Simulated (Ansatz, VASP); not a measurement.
## Ba2MgC6N6O6 in VASP and in Ansatz

```
CELL_PARAMETERS angstrom
3.48970 2.01478 5.65870
-3.48970 2.01478 5.65870
0.00000 -4.02956 5.65870
ATOMIC_POSITIONS crystal
Ba 0.78434 0.78434 0.78434
Ba 0.21566 0.21566 0.21566
Mg 0.00000 0.00000 0.00000
C 0.25550 0.62322 0.35295
C 0.35295 0.25550 0.62322
C 0.62322 0.35295 0.25550
C 0.74450 0.37678 0.64705
C 0.64705 0.74450 0.37678
C 0.37678 0.64705 0.74450
N 0.19046 0.46910 0.57129
N 0.57129 0.19046 0.46910
N 0.46910 0.57129 0.19046
N 0.80954 0.53090 0.42871
N 0.42871 0.80954 0.53090
N 0.53090 0.42871 0.80954
O 0.10158 0.83050 0.30299
O 0.30299 0.10158 0.83050
O 0.83050 0.30299 0.10158
O 0.89842 0.16950 0.69701
O 0.69701 0.89842 0.16950
O 0.16950 0.69701 0.89842
```

Alike in both runs: functional PBE; k mesh 4 × 4 × 4; occupations fermi-dirac, width 0.02 eV; no spin polarisation.

Ansatz relaxed the structure, and its values are those at the end. VASP's run is a single point on that final structure, the one shown.

```csv
,VASP,Ansatz
version,VASP 6.6.1,Ansatz 0.2.0
potentials or method,"VASP PAW PBE potentials, release 64 (Ba_sv, Mg, C, N, O)","plane-wave PAW, scalar-relativistic"
plane-wave cutoff (eV),520,420
valence electrons in the cell,112,120
```

|  | VASP | Ansatz | Ansatz less VASP |
| --- | --- | --- | --- |
| gap on the k mesh at the Fermi level (eV) | 4.24 | 4.26 | +0.023 |
| pressure (GPa) | 3.5 | 2.6 | -0.96 |
| rms of the force components (eV/Å) | 0.093 | 0.008 | -0.0850 |

With one functional, cell and mesh, what is left measures potentials, basis and numerics. VASP's potentials hold 112 valence electrons a cell and Ansatz's 120, so a difference there can come from the potentials and not from the codes. Ansatz's warnings: stress scf threshold loose.

Neither program's run includes spin-orbit coupling.
